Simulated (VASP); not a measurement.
# TlPbF3: single point with r2SCAN

Crystal: TlPbF3.

```
CELL_PARAMETERS angstrom
4.89765 0.00000 0.00000
0.00000 4.89765 0.00000
0.00000 0.00000 4.89765
ATOMIC_POSITIONS crystal
Tl 0.00000 0.00000 0.00000
Pb 0.50000 0.50000 0.50000
F 0.50000 0.50000 0.00000
F 0.50000 0.00000 0.50000
F 0.00000 0.50000 0.50000
```

This cell differs from its parent crystal: strain +2.5%.

```yaml
Program: VASP 6.6.1
Task: single point
Functional: r2SCAN
Potentials_or_basis: VASP PAW PBE potentials, release 64 (Tl_d, Pb_d, F)
Cutoff: 520 eV
k_mesh: 6 × 6 × 6
Occupations: gaussian, width 0.01 eV
Spin: no spin polarisation
```

```yaml
Pressure: -3.0 GPa
Band_gap_on_the_k_mesh: 2.25 eV (least direct gap 3.14 eV)
```

Levels at points of the mesh, in eV from the valence-band top:
| k point | band 21 | band 22 | band 23 | band 24 | band 25 | band 26 | band 27 | band 28 |
| --- | --- | --- | --- | --- | --- | --- | --- | --- |
| (0.00, 0.00, 0.00) | -3.53 | -3.46 | -3.46 | -3.46 | 4.21 | 4.21 | 4.21 | 7.68 |
| (0.50, 0.00, 0.00) | -3.46 | -3.46 | -3.12 | -1.95 | 2.49 | 4.25 | 4.25 | 4.78 |
| (0.50, 0.50, 0.00) | -3.51 | -3.21 | -3.20 | -0.89 | 2.25 | 2.25 | 4.17 | 5.91 |
| (0.50, 0.50, 0.50) | -3.20 | -3.20 | -3.20 | 0.00 | 3.43 | 3.43 | 3.43 | 3.90 |

It took 100 s on 1 thread of Intel(R) Xeon(R) Platinum 8559C (Emerald Rapids) (shared host), peak memory 0.26 GiB.

Caveat: the cell differs from its parent crystal (strain +2.5%); the cell stands under tension; the PAW data sets were made with another functional, which shifts forces and pressure a little; spin-orbit coupling is left out, which moves the levels of the heavy elements. A k mesh can miss the band edges.
